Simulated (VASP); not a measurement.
The system is KTaO3.

```xyz
5
Lattice="3.9615 0.0000 0.0000 0.0000 3.9615 0.0000 0.0000 0.0000 3.9615" Properties=species:S:1:pos:R:3 pbc="T T T"
Ta    0.0000    0.0000    0.0000
K     1.9808    1.9808    1.9808
O     0.0000    0.0000    1.9808
O     0.0000    1.9808    0.0000
O     1.9808    0.0000    0.0000
```

Base run:

* Program: VASP 6.6.1
* Functional: PBEsol
* Potentials or basis: VASP PAW PBE potentials, release 64 (Ta_pv, K_sv, O)
* Cutoff: 520 eV
* k mesh: 7 × 7 × 7
* Occupations: fermi-dirac, width 0.05 eV
* Spin: no spin polarisation

Its results: band gap on the k mesh 2.19 eV (least direct gap 2.74 eV); pressure 4.6 GPa.

The run is repeated on the same cell with these changes: functional from PBEsol to LDA; potentials or basis from VASP PAW PBE potentials, release 64 (Ta_pv, K_sv, O) to VASP PAW LDA potentials, release 64 (Ta_pv, K_sv, O). What comes out?

Band gap on the k mesh 2.12 eV (least direct gap 2.68 eV); pressure -0.2 GPa.

Caveats: spin-orbit coupling is left out, which moves the levels of the heavy elements; an odd mesh through Γ misses points on the zone boundary, where band edges can lie; the cell stands under pressure (at least some runs); the PAW data sets were made with another functional, which shifts forces and pressure a little (at least some runs).
